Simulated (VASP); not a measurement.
Write the native input for VASP 6.6.1 that does the following.

```
Task                   : single point
Functional             : PBEsol
Potentials or basis    : VASP PAW PBE potentials, release 64 (Ti_sv)
Cutoff                 : 520 eV
k mesh                 : 24 × 24 × 14
Occupations            : gaussian, width 0.15 eV
Spin                   : no spin polarisation
Dipole correction      : no
Further INCAR settings : ALGO = Fast; EDIFF = 1e-06; NBANDS = 19
```

The structure of Ti lies in POSCAR:

```
Ti
1.0
    2.9511928164      0.0000000000      0.0000000000
   -1.4755964082      2.4678931807      0.0000000000
    0.0000000000      0.0000000000      4.5909904469
Ti
2
Direct
    0.3333333333      0.6666666667      0.2500000000
    0.6666666667      0.3333333333      0.7500000000
```

This cell differs from its parent crystal: strain +0.0175 x Voigt [1, -1, 0, 0, 0, 0].

One way to write it, as run:

INCAR

```
SYSTEM = Ti
  PREC = Accurate
  ENCUT = 520
  EDIFF = 1E-6
  ISMEAR = 0
  SIGMA = 0.15
  LREAL = .FALSE.
  LASPH = .TRUE.
  NELM = 80
  ALGO = Fast
  ISIF = 2
  LWAVE = .FALSE.
  LCHARG = .TRUE.
  GGA = PS
  LELF = .TRUE.
  LVHAR = .TRUE.
  NBANDS = 19
```

KPOINTS

```
Automatic mesh
0
G
  24 24 14
  0 0 0
```

Potentials or basis: VASP PAW PBE potentials, release 64 (Ti_sv).

Command:

```sh
$ cat potpaw_PBE.64/Ti_sv/POTCAR > POTCAR
$ mpirun -np 1 vasp_std > vasp.out
```

It gave:

```json
{
 "Pressure": "-0.2 GPa",
 "Largest force": "0.100 eV/Å",
 "Band gap on the k mesh": "zero (band 12 reaches 9.51 eV, above the bottom of band 13 at 8.26 eV)"
}
```

Caveat: the cell differs from its parent crystal (strain +0.0175 x Voigt [1, -1, 0, 0, 0, 0]); the PAW data sets were made with another functional, which shifts forces and pressure a little.

Wall time 35 min on 1 thread of Oxide Virtual Turin-like Processor (shared host), peak memory 0.66 GiB.
